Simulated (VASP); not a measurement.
Wanted: the native input for a VASP 6.6.1 run.

- Task: single point
- Functional: PBE
- Potentials or basis: VASP PAW PBE potentials, release 64 (W_sv)
- Cutoff: 520 eV
- k mesh: 13 × 13 × 13
- Occupations: fermi-dirac, width 0.15 eV
- Spin: no spin polarisation
- Dipole correction: no
- Further INCAR settings: ALGO = Normal; EDIFF = 1e-06; NBANDS = 13

The structure of W lies in POSCAR:

```
W
1.0
   -1.5876019988      1.5876019988      1.5876019988
    1.5876019988     -1.5876019988      1.5876019988
    1.5876019988      1.5876019988     -1.5876019988
W
1
Direct
    0.0000000000      0.0000000000      0.0000000000
```

The input as run:

INCAR

```
PREC     = Accurate       # precision mode
ENCUT    = 520            # plane-wave cutoff, eV
EDIFF    = 1E-6           # SCF threshold, eV
ISMEAR   = -1             # smearing method
SIGMA    = 0.15           # smearing width, eV
LREAL    = F              # projectors in reciprocal space
LASPH    = T              # aspherical terms in the spheres
NELM     = 60             # most SCF steps
ALGO     = Normal         # electronic algorithm
ISIF     = 2              # what is computed and relaxed
LWAVE    = F              # write WAVECAR
LCHARG   = T              # write CHGCAR
GGA      = PE             # functional
LELF     = T              # ELF
LVHAR    = T            
NBANDS   = 13             # bands
```

KPOINTS

```
Automatic mesh
0
Gamma
  13 13 13
```

Potentials or basis: VASP PAW PBE potentials, release 64 (W_sv).

Launch:

```bash
$ cat potpaw_PBE.64/W_sv/POTCAR > POTCAR
$ mpirun -np 1 vasp_std > vasp.out
```

It gave:

```yaml
Pressure: 2.9 GPa
Band_gap_on_the_k_mesh: zero (band 7 reaches 15.76 eV, above the bottom of band 8 at 10.09 eV)
```

Caveat: spin-orbit coupling is left out, which moves the levels of the heavy elements.

Run time: 7.5 s on 1 thread of Intel Xeon 6975P-C, on a shared host, peak memory 0.13 GiB.
